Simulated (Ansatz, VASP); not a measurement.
## One calculation of PbSe, two programs

Contents of INCAR:

```
ALGO     = Normal         # electronic algorithm
EDIFF    = 1E-6           # SCF threshold, eV
ENCUT    = 500            # plane-wave cutoff, eV
GGA      = PE             # functional
GGA_COMPAT= F            
ISIF     = 2              # what is computed and relaxed
ISMEAR   = 1              # smearing method
LASPH    = T              # aspherical terms in the spheres
LCHARG   = F              # write CHGCAR
LREAL    = F              # projectors in reciprocal space
LWAVE    = F              # write WAVECAR
NBANDS   = 17             # bands
NELM     = 120            # most SCF steps
PREC     = Accurate       # precision mode
SIGMA    = 0.2            # smearing width, eV
```

Contents of KPOINTS:

```
k-points
0
Gamma
  4 4 4
```

File POSCAR:

```
PbSe
1.0
    0.0000000000      3.4232041310      3.4232041310
    3.4232041310      0.0000000000      3.4232041310
    3.4232041310      3.4232041310      0.0000000000
Pb Se
1 1
Direct
    0.0000000000      0.0000000000      0.0000000000
    0.2500000000      0.2500000000      0.2500000000
```

Input for Ansatz:

```yaml
crystal:
  lattice:
    - [0.0, 3.423204131, 3.423204131]
    - [3.423204131, 0.0, 3.423204131]
    - [3.423204131, 3.423204131, 0.0]
  atoms:
    - { symbol: Pb, position: [0.0, 0.0, 0.0] }
    - { symbol: Se, position: [0.25, 0.25, 0.25] }
kpoints:
  mp_grid: { grid: [4, 4, 4] }
hamiltonian:
  xc: pbe
scf:
  occupations: { method: methfessel_paxton, width: 0.2 }
  n_extra_bands: 4
output:
  forces: true
  stress: true
  eigenvalues: true
```

Alike in both runs: task single point; functional PBE; k mesh 4 × 4 × 4; occupations methfessel-paxton of order 1, width 0.2 eV; no spin polarisation.

```csv
,VASP,Ansatz
version,VASP 6.6.1,Ansatz 0.2.0
potentials or method,"VASP PAW PBE potentials, release 64 (Pb_d, Se)",plane waves
plane-wave cutoff (eV),500,420
valence electrons in the cell,20,30
```

|  | VASP | Ansatz | Ansatz less VASP |
| --- | --- | --- | --- |
| pressure (GPa) | 0.7 | 0.7 | +0.02 |

VASP's potentials hold 20 valence electrons a cell and Ansatz's 30, so a difference there can come from the potentials and not from the codes.

Spin-orbit coupling is off throughout.
